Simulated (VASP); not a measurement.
# KBr (rock salt type) in VASP: a series of runs

Aim: see how the results for KBr (rock salt type) move with the level of theory and the settings. Levels: HSE06, PBE0. Tasks: single point.

Everything below comes from runs of VASP 6.6.1. Logs are shortened: lines on timing, memory, paths and dates and some standing lists are left out, and cuts for length are marked.

**1. The cell of the first run**

The structure is cubic, space group Fm-3m (No. 225). Conventional cell: a = 6.788 Å, b = 6.788 Å, c = 6.788 Å, α = 90.00°, β = 90.00°, γ = 90.00°. Within 4.5 Å of K (site symmetry m-3m) lie 6 Br at 3.39 Å. Br (site symmetry m-3m) has 6 K at 3.39 Å within 4.5 Å.

**2. Single point, HSE06**

Contents of POSCAR:

```
KBr
1.0
    0.0000000000      3.3940840028      3.3940840028
    3.3940840028      0.0000000000      3.3940840028
    3.3940840028      3.3940840028      0.0000000000
K Br
1 1
Direct
    0.0000000000      0.0000000000      0.0000000000
    0.5000000000      0.5000000000      0.5000000000
```

Contents of INCAR.step1:

```
PREC = Accurate
ENCUT = 520
EDIFF = 1E-5
ISMEAR = -1
SIGMA = 0.05
LREAL = F
LASPH = T
NELM = 60
ALGO = Normal
ISIF = 2
LWAVE = T
LCHARG = F
GGA = PE
NBANDS = 15
```

Contents of INCAR.step2:

```
PREC = Accurate
ENCUT = 520
EDIFF = 1E-7
ISMEAR = -1
SIGMA = 0.05
LREAL = F
LASPH = T
NELM = 60
ALGO = Normal
ISIF = 2
LWAVE = F
LCHARG = F
GGA = PE
LHFCALC = T
HFSCREEN = 0.2079
PRECFOCK = Normal
ISTART = 1
NBANDS = 15
```

Contents of KPOINTS:

```
Automatic mesh
0
Gamma
  4 4 4
```

Potentials or basis: VASP PAW PBE potentials, release 64 (K_sv, Br).

On the command line:

```console
$ cat potpaw_PBE.64/K_sv/POTCAR potpaw_PBE.64/Br/POTCAR > POTCAR
$ cp INCAR.step1 INCAR
$ mpirun -np 1 vasp_std > vasp.out
$ cp INCAR.step2 INCAR
$ mpirun -np 1 vasp_std > vasp.out
```

OUTCAR:

```text
PREC = Accurate
   ENCUT = 520
   EDIFF = 1E-7
   ISMEAR = -1
   LREAL = F
   LASPH = T
   NELM = 60
   ISIF = 2
   GGA = PE
   LHFCALC = T
   HFSCREEN = 0.2079
   PRECFOCK = Normal
   ISTART = 1

 ion  position               nearest neighbor table
   1  0.000  0.000  0.000-
   2  0.500  0.500  0.500-

  LATTYP: Found a face centered cubic cell.
 ALAT       =     6.7881680056

  Lattice vectors:

 A1 = (   0.0000000000,   3.3940840028,   3.3940840028)
 A2 = (   3.3940840028,   0.0000000000,   3.3940840028)
 A3 = (   3.3940840028,   3.3940840028,   0.0000000000)

Analysis of symmetry for initial positions (statically):
=====================================================================
 Subroutine PRICEL returns:
 Original cell was already a primitive cell.

 Routine SETGRP: Setting up the symmetry group for a
 face centered cubic supercell.

 Subroutine GETGRP returns: Found 48 space group operations
 (whereof 48 operations were pure point group operations)
 out of a pool of 48 trial point group operations.

The static configuration has the point symmetry O_h .

Analysis of symmetry for dynamics (positions and initial velocities):
=====================================================================
 Subroutine PRICEL returns:
 Original cell was already a primitive cell.

 Routine SETGRP: Setting up the symmetry group for a
 face centered cubic supercell.

 Subroutine GETGRP returns: Found 48 space group operations
 (whereof 48 operations were pure point group operations)
 out of a pool of 48 trial point group operations.

The dynamic configuration has the point symmetry O_h .

 Subroutine INISYM returns: Found 48 space group operations
 (whereof 48 operations are pure point group operations),
 and found     1 'primitive' translations

----------------------------------------------------------------------------------------

                                     Primitive cell

  volume of cell :      78.1984

  direct lattice vectors                    reciprocal lattice vectors
     0.000000000  3.394084003  3.394084003    -0.147315152  0.147315152  0.147315152
     3.394084003  0.000000000  3.394084003     0.147315152 -0.147315152  0.147315152
     3.394084003  3.394084003  0.000000000     0.147315152  0.147315152 -0.147315152

[... 80 lines left out ...]
   EFERMI =   0.00;   METHOD = LEGACY
   ISMEAR =    -1;   SIGMA  =   0.05  broadening in eV -4-tet -1-fermi 0-gaus
   EFERMI_NEDOS =   21; number of points for ismear=-14 and -15
   IALGO  =     38    algorithm
   IMIX   =      1    mixing-type and parameters
     AMIX     =   0.40;   BMIX     =  1.00
     AMIX_MAG =   1.60;   BMIX_MAG =  1.00
  volume/ion in A,a.u.               =      39.10       263.85
  Fermi-wavevector in a.u.,A,eV,Ry     =   0.964678  1.822977 12.661623  0.930603
  Thomas-Fermi vector in A             =   2.094330
   LORBIT       =      0    0 simple, 1 ext, 2 COOP (PROOUT), +10 PAW based schemes
   GGA     = PE    functional components
   LHFCALC =     T    Hartree Fock is set to
   PRECFOCK=normal    Normal, Fast or Accurate (Low or Medium for compatibility)
   ENCUT4O =  -1.0   cutoff for four orbital integrals eV
   NKREDX  =     1    reduce k-point grid by
   NKREDY  =     1    reduce k-point grid by
   NKREDZ  =     1    reduce k-point grid by
   AEXX    =    0.2500 exact exchange contribution
   HFSCREEN=    0.2079 screening length (either q_TF or 0.3 A-1)
   HFSCREENC=   0.2079 screening length for correlation (either q_TF or 0.3 A-1)
   ENCUTFOCK=  -1.0 apply spherical cutoff to Coloumb kernel
   IVDW    =     0    specifies the selected vdW correction
   LEPSILON=     F    determine dielectric tensor
   LRPA    =     F    only Hartree local field effects (RPA)
 non-spin polarized calculation
  energy-cutoff  :      520.00
  volume of cell :       78.20
 maximum number of plane-waves:      2148
  NGX = 28; NGY = 28; NGZ = 28

 number of electron      16.0000004 magnetization

 Free energy of the ion-electron system (eV)
  ---------------------------------------------------
  ext. energy  EPLUGINS =         0.00000000
  ---------------------------------------------------
  free energy    TOTEN  =        -7.16424647 eV

  energy without entropy =       -7.16424647  energy(sigma->0) =       -7.16424647

 E-fermi :  -1.7693     XC(G=0):  -5.9186

 val. band max:       -2.9191390337   @ k =   0.0000   0.0000   0.0000
 cond. band min:       2.4460475200   @ k =   0.0000   0.0000   0.0000
 fundamental gap:      5.3651865537
 Fermi energy:        -1.7692925674

 k-point     1 :       0.0000    0.0000    0.0000
  band No.  band energies     occupation
      1     -33.0795      2.00000
      2     -16.1401      2.00000
      3     -15.1968      2.00000
      4     -15.1968      2.00000
      5     -15.1968      2.00000
      6      -2.9191      2.00000
      7      -2.9191      2.00000
      8      -2.9191      2.00000
      9       2.4460      0.00000
     10       6.0027      0.00000
     11       6.0027      0.00000
     12       6.0027      0.00000
     13       6.9047      0.00000
     14       6.9047      0.00000
[... 113 lines left out ...]
      2     -16.1350      2.00000
      3     -15.2421      2.00000
      4     -15.2421      2.00000
      5     -15.1117      2.00000
      6      -3.4687      2.00000
      7      -3.4687      2.00000
      8      -3.3919      2.00000
      9       5.6056      0.00000
     10       5.6056      0.00000
     11       6.3189      0.00000
     12       7.1980      0.00000
     13       8.8938      0.00000
     14       9.3511      0.00000
     15       9.4317      0.00000

------------------------ aborting loop because EDIFF is reached ----------------------------------------

  FORCE on cell =-STRESS in cart. coord.  units (eV):
  Direction    XX          YY          ZZ          XY          YZ          ZX
  --------------------------------------------------------------------------------------
  -------------------------------------------------------------------------------------
  Total       -0.3250752     -0.3250752     -0.3250752     -0.0000000      0.0000000     -0.0000000
  in kB       -6.6603447     -6.6603447     -6.6603447     -0.0000000      0.0000000     -0.0000000
  external PRESSURE =      -6.6603447 kB  Pullay stress =       0.0000000 kB

 VOLUME and BASIS-vectors are now :
 -----------------------------------------------------------------------------
  energy-cutoff  :      520.00
  volume of cell :       78.20
      direct lattice vectors                 reciprocal lattice vectors
     0.000000000  3.394084003  3.394084003    -0.147315152  0.147315152  0.147315152
     3.394084003  0.000000000  3.394084003     0.147315152 -0.147315152  0.147315152
     3.394084003  3.394084003  0.000000000     0.147315152  0.147315152 -0.147315152

 POSITION                                       TOTAL-FORCE (eV/Angst)
 -----------------------------------------------------------------------------------
      0.00000      0.00000      0.00000         0.000000      0.000000     -0.000000
      3.39408      3.39408      3.39408        -0.000000     -0.000000      0.000000
 -----------------------------------------------------------------------------------
    total drift:                                0.000000      0.000000      0.000000

  FREE ENERGIE OF THE ION-ELECTRON SYSTEM (eV)
  ---------------------------------------------------
  free  energy   TOTEN  =        -7.1642464722 eV

  energy  without entropy=       -7.1642464722  energy(sigma->0) =       -7.16424647
```

OSZICAR.step1:

```text
N       E                     dE             d eps       ncg     rms          rms(c)
DAV:   1     0.905617191290E+02    0.90562E+02   -0.67078E+03   240   0.925E+02
DAV:   2    -0.703706624566E+00   -0.91265E+02   -0.86675E+02   317   0.218E+02
DAV:   3    -0.616483080761E+01   -0.54611E+01   -0.54407E+01   338   0.472E+01
DAV:   4    -0.641308937303E+01   -0.24826E+00   -0.24824E+00   376   0.813E+00
DAV:   5    -0.641478035814E+01   -0.16910E-02   -0.16909E-02   338   0.777E-01    0.273E+00
DAV:   6    -0.622275006138E+01    0.19203E+00   -0.24264E-01   289   0.225E+00    0.197E+00
DAV:   7    -0.620852224368E+01    0.14228E-01   -0.11353E-01   317   0.175E+00    0.950E-01
DAV:   8    -0.621871191633E+01   -0.10190E-01   -0.13269E-02   271   0.814E-01    0.123E-01
DAV:   9    -0.621953500214E+01   -0.82309E-03   -0.10382E-03   317   0.193E-01    0.817E-02
DAV:  10    -0.621985881948E+01   -0.32382E-03   -0.35950E-04   240   0.110E-01    0.165E-02
DAV:  11    -0.621987223518E+01   -0.13416E-04   -0.31965E-05   326   0.290E-02    0.488E-03
DAV:  12    -0.621987516296E+01   -0.29278E-05   -0.45174E-06   205   0.141E-02
   1 F= -.62198752E+01 E0= -.62198752E+01  d E =-.109917E-09
```

It took 12 min on 1 thread of Intel Xeon Platinum 8259CL at 2.50GHz (Skylake/Cascade Lake), shared host; peak memory 0.32 GiB.

Results:

| Item | Value |
| --- | --- |
| Free energy | -7.1642 eV |
| Pressure | -0.7 GPa |
| Band gap on the k mesh | 5.37 eV |

Caveat: the PAW data sets were made with another functional, which shifts forces and pressure a little.

**3. Single point, HSE06**

POSCAR is that of step 2.

Contents of INCAR.step1:

```
SYSTEM = KBr
  PREC = Accurate
  ENCUT = 520
  EDIFF = 1E-5
  ISMEAR = -1
  SIGMA = 0.05
  LREAL = .FALSE.
  LASPH = .TRUE.
  NELM = 80
  ALGO = Normal
  ISIF = 2
  LWAVE = .TRUE.
  GGA = PE
  NBANDS = 15
```

Contents of INCAR.step2:

```
SYSTEM = KBr
  PREC = Accurate
  ENCUT = 520
  EDIFF = 1E-6
  ISMEAR = -1
  SIGMA = 0.05
  LREAL = .FALSE.
  LASPH = .TRUE.
  NELM = 80
  ALGO = Normal
  ISIF = 2
  LWAVE = .FALSE.
  LCHARG = .TRUE.
  GGA = PE
  LHFCALC = .TRUE.
  HFSCREEN = 0.2079
  PRECFOCK = Normal
  LELF = .TRUE.
  LVHAR = .TRUE.
  ISTART = 1
  NBANDS = 15
```

Contents of KPOINTS:

```
Automatic mesh
0
G
  4 4 4
  0 0 0
```

Potentials or basis: VASP PAW PBE potentials, release 64 (K_sv, Br).

On the command line:

```console
$ cat potpaw_PBE.64/K_sv/POTCAR potpaw_PBE.64/Br/POTCAR > POTCAR
$ cp INCAR.step1 INCAR
$ mpirun -np 1 vasp_std > vasp.out
$ cp INCAR.step2 INCAR
$ mpirun -np 1 vasp_std > vasp.out
```

Run time: 12 min. Hardware: 1 thread of Intel Xeon Platinum 8259CL at 2.50GHz (Skylake/Cascade Lake), shared host; peak memory 0.32 GiB.

Results (log left out):

| Item | Value |
| --- | --- |
| Free energy | -7.1642 eV |
| Pressure | -0.7 GPa |
| Band gap on the k mesh | 5.37 eV |

Levels at points of the mesh, in eV from the valence-band top:
```tsv
k point	band 5	band 6	band 7	band 8	band 9	band 10	band 11	band 12
(0.00, 0.00, 0.00)	-12.28	0.00	0.00	0.00	5.37	8.92	8.92	8.92
(0.50, 0.00, 0.00)	-12.06	-1.06	-0.28	-0.28	7.55	9.23	11.08	11.08
(0.50, 0.50, 0.00)	-12.30	-0.77	-0.27	-0.27	7.13	8.16	10.29	10.81
```

Caveat: the PAW data sets were made with another functional, which shifts forces and pressure a little.

**4. Single point, PBE0**

This run uses another cell than the first one, of 37.60 Å³/atom.

Contents of POSCAR:

```
KBr
1.0
    0.0000000000      3.3500000000      3.3500000000
    3.3500000000      0.0000000000      3.3500000000
    3.3500000000      3.3500000000      0.0000000000
K Br
1 1
Direct
    0.0051703009      0.0051703009      0.0051703009
    0.5000000000      0.5000000000      0.5000000000
```

Contents of INCAR.step1:

```
SYSTEM = KBr
  ALGO = Normal
  EDIFF = 1E-5
  ENCUT = 520
  GGA = PE
  ISIF = 2
  ISMEAR = -1
  LASPH = .TRUE.
  LCHARG = .FALSE.
  LREAL = .FALSE.
  LWAVE = .TRUE.
  NBANDS = 15
  NELM = 60
  PREC = Accurate
  SIGMA = 0.05
```

Contents of INCAR.step2:

```
SYSTEM = KBr
  AEXX = 0.25
  ALGO = Normal
  EDIFF = 1E-7
  ENCUT = 520
  GGA = PE
  ISIF = 2
  ISMEAR = -1
  ISTART = 1
  LASPH = .TRUE.
  LCHARG = .FALSE.
  LHFCALC = .TRUE.
  LREAL = .FALSE.
  LWAVE = .FALSE.
  NBANDS = 15
  NELM = 60
  PREC = Accurate
  PRECFOCK = Normal
  SIGMA = 0.05
```

Contents of KPOINTS:

```
k-points
0
G
  4 4 4
  0 0 0
```

On the command line:

```console
$ cat potpaw_PBE.64/K_sv/POTCAR potpaw_PBE.64/Br/POTCAR > POTCAR
$ cp INCAR.step1 INCAR
$ mpirun -np 1 vasp_std > vasp.out
$ cp INCAR.step2 INCAR
$ mpirun -np 1 vasp_std > vasp.out
```

Run time: 15 min. Hardware: 1 thread of Intel Xeon Platinum 8259CL at 2.50GHz (Skylake/Cascade Lake), shared host; peak memory 0.23 GiB.

The run converged. Its results:

* Free energy: -7.6886 eV
* Pressure: -0.2 GPa
* Largest force: 0.059 eV/Å
* Band gap on the k mesh: 6.20 eV

Forces on the atoms (eV/Å):
```
K   -0.034 -0.034 -0.034
Br   0.034  0.034  0.034
```

Levels at points of the mesh, in eV from the valence-band top:
```
           k point  band 6  band 7  band 8  band 9  band 10  band 11
(0.00, 0.00, 0.00)    0.00    0.00    0.00    6.20     9.72     9.72
(0.50, 0.00, 0.00)   -1.16   -0.31   -0.31    8.38    10.16    11.91
(0.50, 0.50, 0.50)   -1.16   -0.31   -0.31    8.38    10.17    11.97
(0.50, 0.50, 0.00)   -0.83   -0.30   -0.30    7.86     9.07    11.25
```

Caveat: the PAW data sets were made with another functional, which shifts forces and pressure a little.

**5. Single point, PBE0**

This run uses another cell than the first one, of 37.60 Å³/atom.

POSCAR is that of step 4.

Contents of INCAR.step1:

```
ALGO = Normal ; EDIFF = 1E-5
ENCUT = 520 ; GGA = PE
ISIF = 2 ; ISMEAR = -1
LASPH = True ; LCHARG = False
LREAL = False ; LWAVE = True
NBANDS = 15 ; NELM = 60
PREC = Accurate ; SIGMA = 0.05
```

Contents of INCAR.step2:

```
AEXX = 0.25 ; ALGO = Normal
EDIFF = 1E-6 ; ENCUT = 520
GGA = PE ; ISIF = 2
ISMEAR = -1 ; ISTART = 1
LASPH = True ; LCHARG = False
LHFCALC = True ; LREAL = False
LWAVE = False ; NBANDS = 15
NELM = 60 ; PREC = Accurate
PRECFOCK = Normal ; SIGMA = 0.05
```

Contents of KPOINTS:

```
k-points
0
Gamma
  4 4 4
```

Potentials or basis: VASP PAW PBE potentials, release 64 (K_sv, Br).

On the command line:

```console
$ cat potpaw_PBE.64/K_sv/POTCAR potpaw_PBE.64/Br/POTCAR > POTCAR
$ cp INCAR.step1 INCAR
$ mpirun -np 1 vasp_std > vasp.out
$ cp INCAR.step2 INCAR
$ mpirun -np 1 vasp_std > vasp.out
```

OUTCAR:

```text
AEXX = 0.25
   EDIFF = 1E-6
   ENCUT = 520
   GGA = PE
   ISIF = 2
   ISMEAR = -1
   ISTART = 1
   LASPH = True
   LHFCALC = True
   LREAL = False
   NELM = 60
   PREC = Accurate
   PRECFOCK = Normal

 ion  position               nearest neighbor table
   1  0.005  0.005  0.005-
   2  0.500  0.500  0.500-

  LATTYP: Found a face centered cubic cell.
 ALAT       =     6.7000000000

  Lattice vectors:

 A1 = (   0.0000000000,   3.3500000000,   3.3500000000)
 A2 = (   3.3500000000,   0.0000000000,   3.3500000000)
 A3 = (   3.3500000000,   3.3500000000,   0.0000000000)

Analysis of symmetry for initial positions (statically):
=====================================================================
 Subroutine PRICEL returns:
 Original cell was already a primitive cell.

 Routine SETGRP: Setting up the symmetry group for a
 face centered cubic supercell.

 Subroutine GETGRP returns: Found  6 space group operations
 (whereof  6 operations were pure point group operations)
 out of a pool of 48 trial point group operations.

The static configuration has the point symmetry C_3v.

Analysis of symmetry for dynamics (positions and initial velocities):
=====================================================================
 Subroutine PRICEL returns:
 Original cell was already a primitive cell.

 Routine SETGRP: Setting up the symmetry group for a
 face centered cubic supercell.

 Subroutine GETGRP returns: Found  6 space group operations
 (whereof  6 operations were pure point group operations)
 out of a pool of 48 trial point group operations.

The dynamic configuration has the point symmetry C_3v.

 Subroutine INISYM returns: Found  6 space group operations
 (whereof  6 operations are pure point group operations),
 and found     1 'primitive' translations

[... 116 lines left out ...]
   HFSCREENC=   0.0000 screening length for correlation (either q_TF or 0.3 A-1)
   ENCUTFOCK=  -1.0 apply spherical cutoff to Coloumb kernel
   IVDW    =     0    specifies the selected vdW correction
   LEPSILON=     F    determine dielectric tensor
   LRPA    =     F    only Hartree local field effects (RPA)
 non-spin polarized calculation
  energy-cutoff  :      520.00
  volume of cell :       75.19
 maximum number of plane-waves:      2085
  NGX = 28; NGY = 28; NGZ = 28

 number of electron      16.0000001 magnetization

 Free energy of the ion-electron system (eV)
  ---------------------------------------------------
  ext. energy  EPLUGINS =         0.00000000
  ---------------------------------------------------
  free energy    TOTEN  =        -7.68860545 eV

  energy without entropy =       -7.68860545  energy(sigma->0) =       -7.68860545

 E-fermi :  -2.0951     XC(G=0):  -5.6642

 val. band max:       -3.1796417349   @ k =   0.0000   0.0000   0.0000
 cond. band min:       3.0238581525   @ k =   0.0000   0.0000   0.0000
 fundamental gap:      6.2034998874
 Fermi energy:        -2.0951020730

 k-point     1 :       0.0000    0.0000    0.0000
  band No.  band energies     occupation
      1     -33.2775      2.00000
      2     -16.4796      2.00000
      3     -15.3871      2.00000
      4     -15.3871      2.00000
      5     -15.3862      2.00000
      6      -3.1803      2.00000
      7      -3.1803      2.00000
      8      -3.1796      2.00000
      9       3.0239      0.00000
     10       6.5369      0.00000
     11       6.5369      0.00000
     12       6.5432      0.00000
     13       7.4717      0.00000
     14       7.4717      0.00000
[... 203 lines left out ...]
      2     -16.4690      2.00000
      3     -15.4416      2.00000
      4     -15.4411      2.00000
      5     -15.2951      2.00000
      6      -3.7761      2.00000
      7      -3.7754      2.00000
      8      -3.7007      2.00000
      9       6.1601      0.00000
     10       6.1612      0.00000
     11       6.9950      0.00000
     12       7.8954      0.00000
     13       9.5767      0.00000
     14      10.0314      0.00000
     15      10.1758      0.00000

------------------------ aborting loop because EDIFF is reached ----------------------------------------

  FORCE on cell =-STRESS in cart. coord.  units (eV):
  Direction    XX          YY          ZZ          XY          YZ          ZX
  --------------------------------------------------------------------------------------
  -------------------------------------------------------------------------------------
  Total       -0.1058154     -0.1058154     -0.1058154     -0.0020088     -0.0020088     -0.0020088
  in kB       -2.2547336     -2.2547336     -2.2547336     -0.0428029     -0.0428029     -0.0428029
  external PRESSURE =      -2.2547336 kB  Pullay stress =       0.0000000 kB

 VOLUME and BASIS-vectors are now :
 -----------------------------------------------------------------------------
  energy-cutoff  :      520.00
  volume of cell :       75.19
      direct lattice vectors                 reciprocal lattice vectors
     0.000000000  3.350000000  3.350000000    -0.149253731  0.149253731  0.149253731
     3.350000000  0.000000000  3.350000000     0.149253731 -0.149253731  0.149253731
     3.350000000  3.350000000  0.000000000     0.149253731  0.149253731 -0.149253731

 POSITION                                       TOTAL-FORCE (eV/Angst)
 -----------------------------------------------------------------------------------
      0.03464      0.03464      0.03464        -0.034229     -0.034229     -0.034229
      3.35000      3.35000      3.35000         0.034229      0.034229      0.034229
 -----------------------------------------------------------------------------------
    total drift:                                0.000034      0.000034      0.000034

  FREE ENERGIE OF THE ION-ELECTRON SYSTEM (eV)
  ---------------------------------------------------
  free  energy   TOTEN  =        -7.6886054456 eV

  energy  without entropy=       -7.6886054456  energy(sigma->0) =       -7.68860545
```

It took 14 min on 1 thread of Intel Xeon Platinum 8259CL at 2.50GHz (Skylake/Cascade Lake), shared host; peak memory 0.22 GiB.

Results:

```yaml
Free_energy: -7.6886 eV
Pressure: -0.2 GPa
Largest_force: 0.059 eV/Å
Band_gap_on_the_k_mesh: 6.20 eV
```

Forces in eV/Å, atoms in the order of the input:
```
K   -0.034 -0.034 -0.034
Br   0.034  0.034  0.034
```

Caveat: the PAW data sets were made with another functional, which shifts forces and pressure a little.
